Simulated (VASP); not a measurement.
# Al2B3N5 in VASP: notebook

Al2B3N5 is run at these levels: PBE; tasks: single point, relaxation of cell and atoms.

All numbers are computed with VASP 6.6.1; they aren't measurements. Logs are shortened: lines on timing, memory, paths and dates and some standing lists are left out, and cuts for length are marked.

### Step 1. The cell of the first run

It takes space group C2 (No. 5, monoclinic). Conventional cell: a = 13.285 Å, b = 4.563 Å, c = 3.288 Å, α = 90.00°, β = 103.05°, γ = 90.00°. Within 2.4 Å of Al (site symmetry 1) lie 4 N at 1.82 to 1.95 Å. B (site symmetry 1) has 3 N at 1.44 to 1.52 Å within 1.9 Å. B (site symmetry 2) has 3 N at 1.44 to 1.51 Å within 1.9 Å. N (site symmetry 1) has 2 B at 1.44 Å and 1 Al at 1.82 Å within 1.9 Å. Within 2.0 Å of N (site symmetry 1) lie 1 B at 1.52 Å and 3 Al at 1.88 to 1.95 Å. N (site symmetry 2) has 3 B at 1.47 to 1.51 Å within 2.0 Å.

### Step 2. Single point, PBE

INCAR reads:

```
PREC = Accurate ; ENCUT = 520
EDIFF = 1E-7 ; ISMEAR = 0
SIGMA = 0.1 ; LREAL = F
LASPH = T ; NELM = 80
ALGO = Normal ; ISIF = 2
LWAVE = F ; LCHARG = F
GGA = PE ; NBANDS = 31
```

KPOINTS reads:

```
regular mesh
0
Gamma
  4 4 6
```

POSCAR reads:

```
Al2B3N5
1.0
    6.6425264912     -2.2815011843      0.0000000000
    6.6425264912      2.2815011843      0.0000000000
   -0.7422422817      0.0000000000      3.2031885414
Al B N
2 3 5
Direct
    0.2034675294      0.3509323789      0.7742140613
    0.6490676211      0.7965324706      0.2257859387
    0.9909974434      0.1974179774      0.1005075027
    0.4095785005      0.5904214995      0.0000000000
    0.8025820226      0.0090025566      0.8994924973
    0.4882875963      0.3252630421      0.8967434729
    0.8145093732      0.7781343883      0.7923295829
    0.2218656117      0.1854906268      0.2076704171
    0.6747369579      0.5117124037      0.1032565271
    0.0781179664      0.9218820336      0.0000000000
```

Potentials or basis: VASP PAW PBE potentials, release 64 (Al, B, N).

Started as:

```
cat potpaw_PBE.64/Al/POTCAR potpaw_PBE.64/B/POTCAR potpaw_PBE.64/N/POTCAR > POTCAR
mpirun -np 1 vasp_std > vasp.out
```

OUTCAR:

```text
PREC = Accurate
   ENCUT = 520
   EDIFF = 1E-7
   ISMEAR = 0
   LREAL = F
   LASPH = T
   NELM = 80
   ISIF = 2
   GGA = PE

 ion  position               nearest neighbor table
   1  0.203  0.351  0.774-   6 1.82   7 1.88   8 1.94   8 1.95   5 2.72   2 2.90   2 2.90   2 2.90
                             2 2.90
   2  0.649  0.797  0.226-   9 1.82   8 1.88   7 1.94   7 1.95   3 2.72   1 2.90   1 2.90   1 2.90
                             1 2.90
   3  0.991  0.197  0.101-   9 1.44  10 1.47   8 1.52   2 2.72
   4  0.410  0.590  0.000-   6 1.44   9 1.44  10 1.51
   5  0.803  0.009  0.899-   6 1.44  10 1.47   7 1.52   1 2.72
   6  0.488  0.325  0.897-   5 1.44   4 1.44   1 1.82
   7  0.815  0.778  0.792-   5 1.52   1 1.88   2 1.94   2 1.95
   8  0.222  0.185  0.208-   3 1.52   2 1.88   1 1.94   1 1.95
   9  0.675  0.512  0.103-   3 1.44   4 1.44   2 1.82
  10  0.078  0.922  0.000-   3 1.47   5 1.47   4 1.51

  LATTYP: Found a base centered monoclinic cell.
 ALAT       =    13.2850529824
 B/A-ratio  =     0.3434688875
 C/A-ratio  =     0.2475007280
 COS(beta)  =    -0.2257386475

  Lattice vectors:

 A1 = (   6.6425264912,  -2.2815011843,   0.0000000000)
 A2 = (   6.6425264912,   2.2815011843,   0.0000000000)
 A3 = (  -0.7422422817,   0.0000000000,   3.2031885414)

Analysis of symmetry for initial positions (statically):
=====================================================================
 Subroutine PRICEL returns:
 Original cell was already a primitive cell.

 Routine SETGRP: Setting up the symmetry group for a
 base centered monoclinic supercell.

 Subroutine GETGRP returns: Found  2 space group operations
 (whereof  2 operations were pure point group operations)
 out of a pool of  4 trial point group operations.

The static configuration has the point symmetry C_2 .

Analysis of symmetry for dynamics (positions and initial velocities):
=====================================================================
 Subroutine PRICEL returns:
 Original cell was already a primitive cell.

 Routine SETGRP: Setting up the symmetry group for a
 base centered monoclinic supercell.

 Subroutine GETGRP returns: Found  2 space group operations
 (whereof  2 operations were pure point group operations)
 out of a pool of  4 trial point group operations.

The dynamic configuration has the point symmetry C_2 .

 Subroutine INISYM returns: Found  2 space group operations
 (whereof  2 operations are pure point group operations),
 and found     1 'primitive' translations

----------------------------------------------------------------------------------------

                                     Primitive cell

  volume of cell :      97.0882

  direct lattice vectors                    reciprocal lattice vectors
     6.642526491 -2.281501184  0.000000000     0.075272564 -0.219153952  0.017442145
     6.642526491  2.281501184  0.000000000     0.075272564  0.219153952  0.017442145
    -0.742242282  0.000000000  3.203188541     0.000000000  0.000000000  0.312188929

  length of vectors
     7.023418387  7.023418387  3.288060285     0.232376078  0.232376078  0.312188929

  position of ions in fractional coordinates (direct lattice)
     0.203467529  0.350932379  0.774214061
     0.649067621  0.796532471  0.225785939
     0.990997443  0.197417977  0.100507503
     0.409578500  0.590421500  0.000000000
     0.802582023  0.009002557  0.899492497
     0.488287596  0.325263042  0.896743473
     0.814509373  0.778134388  0.792329583
     0.221865612  0.185490627  0.207670417
     0.674736958  0.511712404  0.103256527
     0.078117966  0.921882034  0.000000000

  ion indices of the primitive-cell ions
   primitive index   ion index
                 1           1
                 2           2
                 3           3
                 4           4
                 5           5
                 6           6
                 7           7
                 8           8
                 9           9
                10          10

----------------------------------------------------------------------------------------

 KPOINTS: regular mesh

Automatic generation of k-mesh.
 Grid dimensions read from file:
 generate k-points for:    4    4    6

 Generating k-lattice:

  Cartesian coordinates                     Fractional coordinates (reciprocal lattice)
     0.018818141 -0.054788488  0.004360536     0.250000000  0.000000000  0.000000000
     0.018818141  0.054788488  0.004360536     0.000000000  0.250000000  0.000000000
     0.000000000  0.000000000  0.052031488     0.000000000  0.000000000  0.166666667

  Length of vectors
     0.058094020  0.058094020  0.052031488

  Shift w.r.t. Gamma in fractional coordinates (k-lattice)
     0.000000000  0.000000000  0.000000000

 Subroutine IBZKPT returns following result:
 ===========================================

 Found     34 irreducible k-points:

 Following reciprocal coordinates:
            Coordinates               Weight
  0.000000  0.000000  0.000000      1.000000
  0.250000 -0.000000  0.000000      4.000000
  0.500000 -0.000000  0.000000      2.000000
  0.250000  0.250000  0.000000      2.000000
  0.500000  0.250000 -0.000000      4.000000
 -0.250000  0.250000  0.000000      2.000000
[... 16 lines left out ...]
  0.500000  0.250000  0.333333      4.000000
 -0.250000  0.250000  0.333333      4.000000
 [... further k-points ...]
   k-points           NKPTS =     34   k-points in BZ     NKDIM =     34   number of bands    NBANDS=     31
   number of dos      NEDOS =    301   number of ions     NIONS =     10
   total plane-waves  NPLWV =  69984
   dimension x,y,z NGX =    54 NGY =   54 NGZ =   24
   dimension x,y,z NGXF=   108 NGYF=  108 NGZF=   48
   ions per type =               2   3   5
   NGX,Y,Z   is equivalent  to a cutoff of  12.78, 12.78, 12.13 a.u.
   NGXF,Y,Z  is equivalent  to a cutoff of  25.56, 25.56, 24.27 a.u.
 SYSTEM =  unknown system
   PREC   = accura    normal or accurate (medium, high low for compatibility)
   ISTART =      0    job   : 0-new  1-cont  2-samecut
   ICHARG =      2    charge: 1-file 2-atom 10-const
   ISPIN  =      1    spin polarized calculation?
   LNONCOLLINEAR =      F non collinear calculations
   LSORBIT =      F    spin-orbit coupling
   LASPH  =      T    aspherical Exc in radial PAW
   ENCUT  =  520.0 eV  38.22 Ry    6.18 a.u.  13.06 13.06  6.11*2*pi/ulx,y,z
   NELM   =     80;   NELMIN=  2; NELMDL= -5     # of ELM steps
   EDIFF  = 0.1E-06   stopping-criterion for ELM
   LREAL  =      F    real-space projection
   EDIFFG = 0.1E-05   stopping-criterion for IOM
   NSW    =      0    number of steps for IOM
   IBRION =     -1    ionic relax: 0-MD 1-quasi-New 2-CG
   NFREE  =      0    steps in history (QN), initial steepest desc. (CG)
   ISIF   =      2    stress and relaxation
   ISYM   =      2    0-nonsym 1-usesym 2-fastsym
   POTIM  = 0.5000    time-step for ionic-motion
   TEBEG  =    0.0;   TEEND  =   0.0 temperature during run
   PSTRESS=    0.0 pullay stress
   NELECT =      40.0000    total number of electrons
   NUPDOWN=      -1.0000    fix difference up-down
   EMIN   =  10.00;   EMAX   =-10.00  energy-range for DOS
   EFERMI =   0.00;   METHOD = LEGACY
   ISMEAR =     0;   SIGMA  =   0.10  broadening in eV -4-tet -1-fermi 0-gaus
   EFERMI_NEDOS =   21; number of points for ismear=-14 and -15
   IALGO  =     38    algorithm
   IMIX   =      4    mixing-type and parameters
     AMIX     =   0.40;   BMIX     =  1.00
     AMIX_MAG =   1.60;   BMIX_MAG =  1.00
  volume/ion in A,a.u.               =       9.71        65.52
  Fermi-wavevector in a.u.,A,eV,Ry     =   1.218165  2.301997 20.190027  1.483925
  Thomas-Fermi vector in A             =   2.353460
   LORBIT       =      0    0 simple, 1 ext, 2 COOP (PROOUT), +10 PAW based schemes
   GGA     = PE    functional components
   LHFCALC =     F    Hartree Fock is set to
   AEXX    =    0.0000 exact exchange contribution
   IVDW    =     0    specifies the selected vdW correction
   LEPSILON=     F    determine dielectric tensor
   LRPA    =     F    only Hartree local field effects (RPA)
 non-spin polarized calculation
 Gauss-broadening in eV      SIGMA  =   0.10
  energy-cutoff  :      520.00
  volume of cell :       97.09
 maximum number of plane-waves:      2628
 NGX is ok and might be reduce to    54
   NGX = 27   NGY = 27   NGZ = 13

 number of electron      39.9999992 magnetization

 Free energy of the ion-electron system (eV)
  ---------------------------------------------------
  ext. energy  EPLUGINS =         0.00000000
  ---------------------------------------------------
  free energy    TOTEN  =       -80.93581450 eV

  energy without entropy =      -80.93581450  energy(sigma->0) =      -80.93581450

 E-fermi :   5.1320     XC(G=0): -10.3946

 val. band max:        4.6222198191   @ k =   0.2500   0.2500   0.0000
 cond. band min:       7.1840796916   @ k =   0.2500   0.2500   0.5000
 fundamental gap:      2.5618598726
 Fermi energy:         5.1320122678

 k-point     1 :       0.0000    0.0000    0.0000
  band No.  band energies     occupation
      1     -12.7394      2.00000
      2     -10.9169      2.00000
      3     -10.7377      2.00000
      4      -9.7835      2.00000
      5      -9.2720      2.00000
      6      -3.8840      2.00000
[... 23 lines left out ...]
     30      14.6188      0.00000
     31      14.9500      0.00000

 k-point     2 :       0.2500   -0.0000    0.0000
  band No.  band energies     occupation
      1     -12.4474      2.00000
      2     -11.0411      2.00000
      3     -10.5309      2.00000
      4     -10.2457      2.00000
      5      -9.5501      2.00000
      6      -3.2382      2.00000
[... 740 lines left out ...]
 k-point    24 :      -0.2500    0.2500    0.3333
  band No.  band energies     occupation
      1     -11.5642      2.00000
      2     -10.9659      2.00000
      3     -10.6943      2.00000
      4     -10.0420      2.00000
      5      -9.4938      2.00000
      6      -3.3038      2.00000
[... 23 lines left out ...]
     30      15.0125      0.00000
     31      15.3769      0.00000

 [... further k-points ...]

------------------------ aborting loop because EDIFF is reached ----------------------------------------

  FORCE on cell =-STRESS in cart. coord.  units (eV):
  Direction    XX          YY          ZZ          XY          YZ          ZX
  --------------------------------------------------------------------------------------
  -------------------------------------------------------------------------------------
  Total        0.0621379      0.0545857     -0.2369693      0.0000000      0.0000000      0.0066744
  in kB        1.0254169      0.9007892     -3.9105343      0.0000000      0.0000000      0.1101433
  external PRESSURE =      -0.6614427 kB  Pullay stress =       0.0000000 kB

 VOLUME and BASIS-vectors are now :
 -----------------------------------------------------------------------------
  energy-cutoff  :      520.00
  volume of cell :       97.09
      direct lattice vectors                 reciprocal lattice vectors
     6.642526491 -2.281501184  0.000000000     0.075272564 -0.219153952  0.017442145
     6.642526491  2.281501184  0.000000000     0.075272564  0.219153952  0.017442145
    -0.742242282  0.000000000  3.203188541     0.000000000  0.000000000  0.312188929

 POSITION                                       TOTAL-FORCE (eV/Angst)
 -----------------------------------------------------------------------------------
      3.10796      0.33644      2.47995        -0.000179      0.001390      0.001732
      9.43485      0.33644      0.72323         0.000179      0.001390     -0.001732
      7.81948     -1.81055      0.32194         0.001930      0.008787     -0.004404
      6.64253      0.41259      0.00000         0.000000      0.005189      0.000000
      4.72333     -1.81055      2.88124        -0.001930      0.008787      0.004404
      4.73843     -0.37194      2.87244        -0.012178      0.002277      0.001108
      9.99108     -0.08299      2.53798        -0.019272     -0.010699     -0.003487
      2.55173     -0.08299      0.66521         0.019272     -0.010699      0.003487
      7.80438     -0.37194      0.33075         0.012178      0.002277     -0.001108
      6.64253      1.92505      0.00000        -0.000000     -0.008700      0.000000
 -----------------------------------------------------------------------------------
    total drift:                               -0.000000      0.000234     -0.000000

  FREE ENERGIE OF THE ION-ELECTRON SYSTEM (eV)
  ---------------------------------------------------
  free  energy   TOTEN  =       -80.9358145033 eV

  energy  without entropy=      -80.9358145033  energy(sigma->0) =      -80.93581450
```

Wall time 79 s (1 thread of Intel Xeon 6975P-C (Granite Rapids), shared host); peak memory 0.29 GiB.

What came out:

- Free energy: -80.9358 eV
- Pressure: -0.1 GPa
- Largest force: 0.022 eV/Å
- Band gap on the k mesh: 2.56 eV (least direct gap 3.83 eV)

Forces on the atoms (eV/Å):
```
Al   0.000  0.001  0.002
Al   0.000  0.001 -0.002
B    0.002  0.009 -0.004
B    0.000  0.005  0.000
B   -0.002  0.009  0.004
N   -0.012  0.002  0.001
N   -0.019 -0.011 -0.003
N    0.019 -0.011  0.003
N    0.012  0.002 -0.001
N    0.000 -0.009  0.000
```

Levels at points of the mesh, in eV from the valence-band top:
| k point | band 17 | band 18 | band 19 | band 20 | band 21 | band 22 | band 23 | band 24 |
| --- | --- | --- | --- | --- | --- | --- | --- | --- |
| (0.00, 0.00, 0.00) | -1.34 | -1.17 | -0.15 | -0.01 | 3.88 | 4.45 | 5.34 | 6.30 |
| (0.50, 0.00, 0.00) | -1.82 | -1.72 | -1.47 | -0.39 | 4.52 | 4.69 | 6.19 | 6.76 |
| (0.50, 0.50, 0.00) | -2.20 | -1.48 | -0.47 | -0.03 | 4.10 | 4.78 | 5.50 | 6.39 |
| (0.00, 0.00, 0.50) | -2.08 | -1.81 | -1.72 | -1.25 | 2.58 | 3.93 | 6.56 | 6.66 |
| (0.50, 0.00, 0.50) | -3.05 | -2.01 | -1.69 | -1.36 | 3.45 | 4.73 | 5.52 | 6.27 |
| (0.50, 0.50, 0.50) | -2.16 | -1.82 | -1.72 | -1.24 | 2.59 | 3.99 | 6.53 | 6.66 |

[end of part 1 of 2]
